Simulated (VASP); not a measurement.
# WS2 in VASP: notebook, part 2 of 2

VASP 6.6.1. The steps go on from the part before.

### 3 Single point, PBE+D3(BJ)

Input file INCAR:

```
SYSTEM = WS2
  PREC = Accurate
  ENCUT = 520
  EDIFF = 1E-6
  ISMEAR = 0
  SIGMA = 0.05
  LREAL = .False.
  LASPH = .True.
  NELM = 80
  ALGO = Normal
  ISIF = 2
  LWAVE = .False.
  LCHARG = .False.
  LDIPOL = .True.
  IDIPOL = 3
  DIPOL = 0.5 0.5 0.401
  GGA = PE
  IVDW = 12
  ISYM = 0
  NBANDS = 35
```

Input file KPOINTS:

```
Automatic mesh
0
Gamma
  9 9 1
  0.5 0.5 0
```

Input file POSCAR:

```
WS2
1.0
    3.1595457497      0.0000000000      0.0000000000
   -1.5797728749      2.7362468836      0.0000000000
    0.0000000000      0.0000000000     23.8042575719
S W
4 2
Direct
    0.3333333333      0.6666666667      0.1890418126
    0.3333333333      0.6666666667      0.3214605103
    0.3333333333      1.0000000000      0.4806757258
    0.3333333333      1.0000000000      0.6130944235
    0.6666666667      0.3333333333      0.2552511581
    0.0000000000      1.3333333333      0.5468850713
```

Potentials or basis: VASP PAW PBE potentials, release 64 (S, W_sv).

The run is started by

```sh
$ cat potpaw_PBE.64/S/POTCAR potpaw_PBE.64/W_sv/POTCAR > POTCAR
$ mpirun -np 1 vasp_std > vasp.out
```

OUTCAR:

```text
SYSTEM = WS2
   PREC = Accurate
   ENCUT = 520
   EDIFF = 1E-6
   ISMEAR = 0
   LREAL = .False.
   LASPH = .True.
   NELM = 80
   ISIF = 2
   GGA = PE
   IVDW = 12
   ISYM = 0
 IVDW          = 12

 ion  position               nearest neighbor table
   1  0.333  0.667  0.189-   5 2.41   5 2.41   5 2.41
   2  0.333  0.667  0.321-   5 2.41   5 2.41   5 2.41
   3  0.333  0.000  0.481-   6 2.41   6 2.41   6 2.41
   4  0.333  0.000  0.613-   6 2.41   6 2.41   6 2.41
   5  0.667  0.333  0.255-   1 2.41   1 2.41   1 2.41   2 2.41   2 2.41   2 2.41
   6  0.000  0.333  0.547-   3 2.41   3 2.41   3 2.41   4 2.41   4 2.41   4 2.41

IMPORTANT INFORMATION: All symmetrisations will be switched off!
NOSYMM: (Re-)initialisation of all symmetry stuff for point group C_1.

----------------------------------------------------------------------------------------

                                     Primitive cell

  volume of cell :     205.7949

  direct lattice vectors                    reciprocal lattice vectors
     3.159545750  0.000000000  0.000000000     0.316501193  0.182732049  0.000000000
    -1.579772875  2.736246884  0.000000000     0.000000000  0.365464098  0.000000000
     0.000000000  0.000000000 23.804257572     0.000000000  0.000000000  0.042009292

  length of vectors
     3.159545750  3.159545750 23.804257572     0.365464098  0.365464098  0.042009292

  position of ions in fractional coordinates (direct lattice)
     0.333333333  0.666666667  0.189041813
     0.333333333  0.666666667  0.321460510
     0.333333333  0.000000000  0.480675726
     0.333333333  0.000000000  0.613094424
     0.666666667  0.333333333  0.255251158
     0.000000000  0.333333333  0.546885071

  ion indices of the primitive-cell ions
   primitive index   ion index
                 1           1
                 2           2
                 3           3
                 4           4
                 5           5
                 6           6

----------------------------------------------------------------------------------------

[... 99 lines left out ...]
   LRPA    =     F    only Hartree local field effects (RPA)
 non-spin polarized calculation
 Gauss-broadening in eV      SIGMA  =   0.05
  energy-cutoff  :      520.00
  volume of cell :      205.79
 maximum number of plane-waves:      5576
   NGX = 11   NGY = 11   NGZ = 89

 dipolmoment           0.000000      0.000000     -0.000010 electrons x Angstroem

 number of electron      51.9999994 magnetization

 dipolmoment           0.000000      0.000000      0.000005 electrons x Angstroem

 Free energy of the ion-electron system (eV)
  ---------------------------------------------------
  ext. energy  EPLUGINS =         0.00000000
  ---------------------------------------------------
  free energy    TOTEN  =       -47.33044271 eV

  energy without entropy =      -47.33044271  energy(sigma->0) =      -47.33044271

 E-fermi :   1.1727     XC(G=0):  -6.2039

 val. band max:        0.8513624900   @ k =  -0.0556   0.0000   0.0000
 cond. band min:       2.6906860966   @ k =  -0.1667   0.3333   0.0000
 fundamental gap:      1.8393236066
 Fermi energy:         1.1726763707

 k-point     1 :       0.0556    0.0556    0.0000
  band No.  band energies     occupation
      1     -73.1927      2.00000
      2     -73.1926      2.00000
      3     -37.4399      2.00000
      4     -37.4399      2.00000
      5     -37.3040      2.00000
      6     -37.3040      2.00000
[... 901 lines left out ...]
     34       5.4119      0.00000
     35       6.0812      0.00000

 [... further k-points ...]

------------------------ aborting loop because EDIFF is reached ----------------------------------------

 vacuum level on the upper side and lower side of the slab       (xc-potential included)        -0.155        -0.155

 Edisp (eV)   -2.06021

 E8    (eV) :    -0.8957

  FORCE on cell =-STRESS in cart. coord.  units (eV):
  Direction    XX          YY          ZZ          XY          YZ          ZX
  --------------------------------------------------------------------------------------
  -------------------------------------------------------------------------------------
  Total      -0.19650    -0.19856    -0.62954    -0.00954     0.04508    -0.01390
  in kB      -1.52983    -1.54584    -4.90120    -0.07428     0.35098    -0.10822
  external pressure =       -2.66 kB  Pullay stress =        0.00 kB

 VOLUME and BASIS-vectors are now :
 -----------------------------------------------------------------------------
  energy-cutoff  :      520.00
  volume of cell :      205.79
      direct lattice vectors                 reciprocal lattice vectors
     3.159545750  0.000000000  0.000000000     0.316501193  0.182732049  0.000000000
    -1.579772875  2.736246884  0.000000000     0.000000000  0.365464098  0.000000000
     0.000000000  0.000000000 23.804257572     0.000000000  0.000000000  0.042009292

 POSITION                                       TOTAL-FORCE (eV/Angst)
 -----------------------------------------------------------------------------------
     -0.00000      1.82416      4.50000         0.000256      0.000395      0.004129
     -0.00000      1.82416      7.65213         0.002145     -0.006218      0.062167
      1.05318      0.00000     11.44213        -0.002145      0.006217     -0.062115
      1.05318      0.00000     14.59426        -0.000256     -0.000395     -0.004094
      1.57977      0.91208      6.07606         0.000528     -0.003641      0.038899
     -0.52659      0.91208     13.01819        -0.000528      0.003641     -0.038985
 -----------------------------------------------------------------------------------
    total drift:                                0.000000      0.000000     -0.000037

  FREE ENERGIE OF THE ION-ELECTRON SYSTEM (eV)
  ---------------------------------------------------
  free  energy   TOTEN  =       -49.3906541549 eV

  energy  without entropy=      -49.3906541549  energy(sigma->0) =      -49.39065415

 vacuum level on the upper side and lower side of the slab         6.342         6.342
```

OSZICAR:

```text
N       E                     dE             d eps       ncg     rms          rms(c)
DAV:   1     0.482004231587E+03    0.48200E+03   -0.27810E+04 10146   0.132E+03
DAV:   2    -0.167922501804E+02   -0.49880E+03   -0.48379E+03 10858   0.344E+02
DAV:   3    -0.490630789033E+02   -0.32271E+02   -0.31889E+02 10912   0.852E+01
[... 15 lines left out ...]
DAV:  19    -0.473304123268E+02   -0.25678E-04   -0.73440E-07  7366   0.293E-03    0.396E-03
DAV:  20    -0.473304342434E+02   -0.21917E-04   -0.10423E-06  7545   0.317E-03    0.185E-03
DAV:  21    -0.473304391262E+02   -0.48828E-05   -0.13386E-07  6566   0.105E-03    0.132E-03
DAV:  22    -0.473304422035E+02   -0.30773E-05   -0.14969E-07  6341   0.841E-04    0.787E-04
DAV:  23    -0.473304427127E+02   -0.50926E-06   -0.25029E-08  5450   0.666E-04
   1 F= -.49390654E+02 E0= -.49390654E+02  d E =-.655227E-21
```

stdout:

```text
POSCAR found type information on POSCAR S W
 POSCAR found :  2 types and       6 ions
 scaLAPACK will be used
 LDA part: xc-table for (Slater+PW92), standard interpolation
 POSCAR, INCAR and KPOINTS ok, starting setup
 FFT: planning ... GRIDC
 FFT: planning ... GRID_SOFT
 FFT: planning ... GRID
 WAVECAR not read
 entering main loop
```

Wall time 19 min (1 thread of Oxide Virtual Turin-like, shared host); peak memory 0.77 GiB.

What came out:

```yaml
Free_energy: -49.3907 eV
Largest_force: 0.063 eV/Å
Band_gap_on_the_k_mesh: 1.84 eV, indirect (least direct gap 2.21 eV)
Dispersion_energy_per_atom: -0.343 eV
```

Forces in eV/Å, atoms in the order of the input:
```
S    0.000  0.000  0.004
S    0.002 -0.006  0.062
S   -0.002  0.006 -0.062
S    0.000  0.000 -0.004
W    0.001 -0.004  0.039
W   -0.001  0.004 -0.039
```

Caveat: spin-orbit coupling is left out, which moves the levels of the heavy elements.
